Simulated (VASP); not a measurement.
Set up this calculation in VASP 6.6.1, as the native input.

```
Task                   : single point
Functional             : PBE
Potentials or basis    : VASP PAW PBE potentials, release 64 (Ru_pv)
Cutoff                 : 520 eV
k mesh                 : 21 × 21 × 12
Occupations            : gaussian, width 0.15 eV
Spin                   : no spin polarisation
Dipole correction      : no
Further INCAR settings : ALGO = Fast; EDIFF = 1e-07; NBANDS = 21
```

The structure of Ru lies in POSCAR:

```
Ru
1.0
    2.6595547706      0.0000000000      0.0000000000
   -1.3297773853      2.3032419940      0.0000000000
    0.0000000000      0.0000000000      3.9542260329
Ru
2
Direct
    0.3333333333      0.6666666667      0.2500000000
    0.6666666667      0.3333333333      0.7500000000
```

The input as run:

INCAR

```
SYSTEM = Ru
  PREC = Accurate
  ENCUT = 520
  EDIFF = 1E-7
  ISMEAR = 0
  SIGMA = 0.15
  LREAL = .False.
  LASPH = .True.
  NELM = 100
  ALGO = Fast
  ISIF = 2
  LWAVE = .False.
  LCHARG = .False.
  GGA = PE
  NBANDS = 21
```

KPOINTS

```
regular mesh
0
Gamma
  21 21 12
  0 0 0
```

Potentials or basis: VASP PAW PBE potentials, release 64 (Ru_pv).

The run is started by

```console
$ cat potpaw_PBE.64/Ru_pv/POTCAR > POTCAR
$ mpirun -np 1 vasp_std > vasp.out
```

It gave:

```yaml
Pressure: 57.6 GPa
Band_gap_on_the_k_mesh: zero (bands 14 and 15 overlap by 3.76 eV)
```

Caveat: the cell stands under pressure.

Run time: 78 s on 1 thread of Intel(R) Xeon(R) 6975P-C (Granite Rapids) (shared host), peak memory 0.24 GiB.
